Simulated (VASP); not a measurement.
Input of a VASP 6.6.1 run:

File INCAR:

```
SYSTEM = GaN
PREC = Accurate ; ENCUT = 520
EDIFF = 1E-7 ; ISMEAR = 0
SIGMA = 0.05 ; LREAL = .FALSE.
LASPH = .TRUE. ; NELM = 60
ALGO = Normal ; ISIF = 2
LWAVE = .FALSE. ; LCHARG = .TRUE.
GGA = PE ; LELF = .TRUE.
LVHAR = .TRUE. ; NBANDS = 46
```

File KPOINTS:

```
regular mesh
0
G
  6 6 6
  0 0 0
```

The input POSCAR:

```
GaN
1.0
    4.5484769880      0.0000000000      0.0000000000
    0.0000000000     -4.5484769880      0.0000000000
    0.0000000000      0.0000000000     -4.5484769880
Ga N
4 4
Direct
    0.0000000000      0.0000000000      0.0000000000
    0.5000000000      0.5000000000      0.0000000000
    0.5000000000      0.0000000000      0.5000000000
    0.0000000000      0.5000000000      0.5000000000
    0.7500000000      0.7500000000      0.7500000000
    0.2500000000      0.2500000000      0.7500000000
    0.2500000000      0.7500000000      0.2500000000
    0.7500000000      0.2500000000      0.2500000000
```

Potentials or basis: VASP PAW PBE potentials, release 64 (Ga_d, N).

Run with:

```sh
$ cat potpaw_PBE.64/Ga_d/POTCAR potpaw_PBE.64/N/POTCAR > POTCAR
$ mpirun -np 1 vasp_std > vasp.out
```

Problem. Predict the pressure.

Solution. 0.2 GPa.

Problem. What does it give for the band gap on the k mesh?

Solution. 1.55 eV.

PBE gaps usually lie below the measured ones, often by a third to a half.
